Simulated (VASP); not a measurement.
# Ir: single point with PBEsol

Crystal: Ir.

```
Ir
1.0
     0.00000    1.91010    1.91970
     1.91970    0.00000    1.91970
     1.91970    1.91010    0.00000
Ir
1
Direct
  0.00000 0.00000 0.00000
```

This cell differs from its parent crystal: strain -0.0050 x Voigt [0, 1, 0, 0, 0, 0].

```yaml
Program: VASP 6.6.1
Task: single point
Functional: PBEsol
Potentials_or_basis: VASP PAW PBE potentials, release 64 (Ir_sv_GW)
Cutoff: 560 eV
k_mesh: 22 × 22 × 22
Occupations: gaussian, width 0.15 eV
Spin: no spin polarisation
```

```
Pressure               : -2.6 GPa
Band gap on the k mesh : zero (an odd number of electrons rules out a gap without spin polarisation)
```

Stress tensor (GPa, compression positive):
```
-3.21  0.00  0.00
 0.00 -1.33  0.00
 0.00  0.00 -3.21
```

Levels at points of the mesh, in eV from the Fermi level:
```
           k point  band 5  band 6  band 7  band 8  band 9  band 10  band 11  band 12
(0.00, 0.00, 0.00)  -11.20   -3.92   -3.92   -3.85   -1.21    -1.12    13.60    19.08
(0.50, 0.00, 0.00)   -8.15   -4.03   -3.96   -0.79    0.93     0.97     7.32    13.26
(0.50, 0.50, 0.00)   -7.96   -7.38    0.93    1.50    1.56     1.64    10.54    11.49
(0.50, 0.00, 0.50)   -7.96   -7.39    0.92    1.54    1.54     1.75    10.68    11.43
```

Wall time 50 s on 1 thread of Intel(R) Xeon(R) 6975P-C (Granite Rapids), with other jobs on the host, peak memory 0.31 GiB.

Caveat: the cell differs from its parent crystal (strain -0.0050 x Voigt [0, 1, 0, 0, 0, 0]); the PAW data sets were made with another functional, which shifts forces and pressure a little; spin-orbit coupling is left out, which moves the levels of the heavy elements.
